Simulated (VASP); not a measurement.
The system is MoSe.

```
Mo Se
1.0
     3.44045    0.00000    0.00000
    -1.72023    2.97952    0.00000
     0.00000    0.00000    6.63537
Mo Se
2 2
Direct
  0.00000 0.00000 0.00000
  0.00000 0.00000 0.50000
  0.33333 0.66667 0.25000
  0.66667 0.33333 0.75000
```

```yaml
Program: VASP 6.6.1
Task: relaxation of cell and atoms
Functional: PBE
Potentials_or_basis: VASP PAW PBE potentials, release 64 (Mo_sv, Se)
Cutoff: 600 eV
k_mesh: 12 × 12 × 6
Occupations: gaussian, width 0.1 eV
Spin: no spin polarisation
```

At the start: pressure 0.5 GPa; volume 17.00 Å³/atom.

Question: Where does the relaxation end?

Answer: Over 12 steps the energy falls by 11.9 meV/atom and the volume is 16.73 Å³/atom (-1.6 %); space group P6_3/mmc (No. 194, to 0.05 Å).

The path:
| step | energy change (eV) | largest force (eV/Å) | pressure (GPa) | volume (Å³) |
| --- | --- | --- | --- | --- |
| 1 | 0.0000 | 0.0000 | 0.48 | 68.02 |
| 2 | -0.0097 | 0.0000 | -1.10 | 68.51 |
| 3 | -0.0103 | 0.0000 | -1.57 | 68.66 |
| 4 | -0.0170 | 0.0000 | -0.67 | 68.17 |
| 5 | -0.0238 | 0.0000 | 1.76 | 66.92 |
| 6 | -0.0272 | 0.0000 | 1.72 | 66.85 |
| 7 | -0.0374 | 0.0000 | 1.69 | 66.62 |
| 8 | -0.0423 | 0.0000 | 1.77 | 66.10 |
| 9 | -0.0439 | 0.0000 | 1.71 | 66.32 |
| 10 | -0.0441 | 0.0000 | 1.73 | 66.26 |
| 11 | -0.0475 | 0.0000 | 0.37 | 66.78 |
| 12 | -0.0476 | 0.0000 | -0.02 | 66.94 |

Final structure:
```
CELL_PARAMETERS angstrom
3.28763 0.00000 0.00000
-1.64381 2.84717 0.00000
0.00000 0.00000 7.15116
ATOMIC_POSITIONS crystal
Mo 0.00000 0.00000 0.00000
Mo 0.00000 0.00000 0.50000
Se 0.33333 0.66667 0.25000
Se 0.66667 0.33333 0.75000
```
